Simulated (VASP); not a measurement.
Write the native input for VASP 6.6.1 that does the following.

* Task: single point
* Functional: PBE
* Potentials or basis: VASP PAW PBE potentials, release 64 (Ta_pv, Ge_d, Ru_pv)
* Cutoff: 520 eV
* k mesh: 6 × 6 × 2
* Occupations: gaussian, width 0.1 eV
* Spin: collinear spin, ferromagnetic start
* Starting moments: [0.0, 0.0, 0.0, 0.0, 1.0] μB
* Dipole correction: no
* Further INCAR settings: ALGO = Normal; EDIFF = 1e-07; NBANDS = 46

The structure of TaGe3Ru lies in POSCAR:

```
TaGe3Ru
1.0
    3.4723929213      0.0000000000      0.0000000000
    0.0000000000      3.4723929213      0.0000000000
    0.0000000000      0.0000000000      7.7191885930
Ta Ge Ru
1 3 1
Direct
    0.5000000000      0.5000000000      0.5000000000
    0.0000000000      0.0000000000      0.8333779727
    0.0000000000      0.0000000000      0.1666220273
    0.0000000000      0.0000000000      0.5000000000
    0.5000000000      0.5000000000      0.0000000000
```

The cell was built from a structure type or drawn by symmetry, and may not be a known phase.

These files were run (other wordings do the same):

INCAR

```
SYSTEM = TaGe3Ru
ALGO = Normal ; EDIFF = 1E-7
ENCUT = 520 ; GGA = PE
ISIF = 2 ; ISMEAR = 0
ISPIN = 2 ; LASPH = .True.
LCHARG = .False. ; LMAXMIX = 4
LORBIT = 11 ; LREAL = .False.
LWAVE = .False. ; MAGMOM = 0 0 0 0 1
NBANDS = 46 ; NELM = 150
PREC = Accurate ; SIGMA = 0.1
```

KPOINTS

```
k-points
0
Gamma
  6 6 2
  0 0 0
```

Potentials or basis: VASP PAW PBE potentials, release 64 (Ta_pv, Ge_d, Ru_pv).

Command:

```sh
$ cat potpaw_PBE.64/Ta_pv/POTCAR potpaw_PBE.64/Ge_d/POTCAR potpaw_PBE.64/Ru_pv/POTCAR > POTCAR
$ mpirun -np 1 vasp_std > vasp.out
```

Results of the run:

- Pressure: 0.4 GPa
- Largest force: 0.006 eV/Å
- Net moment: -0.29 μB per cell
- Site moments: Ta +0.05; Ge +0.01, +0.00 (each value once); Ru -0.41 μB
- Valence electrons inside the program's atomic spheres: Ta 8.87; Ge 12.23, 12.79 (each value once); Ru 12.44

Caveat: the k points lie up to 0.41 Å⁻¹ apart.

Run time: 4.5 min on 1 thread of AMD EPYC 7R43 64-Core Processor (Zen 3), with other jobs on the host, peak memory 0.29 GiB.
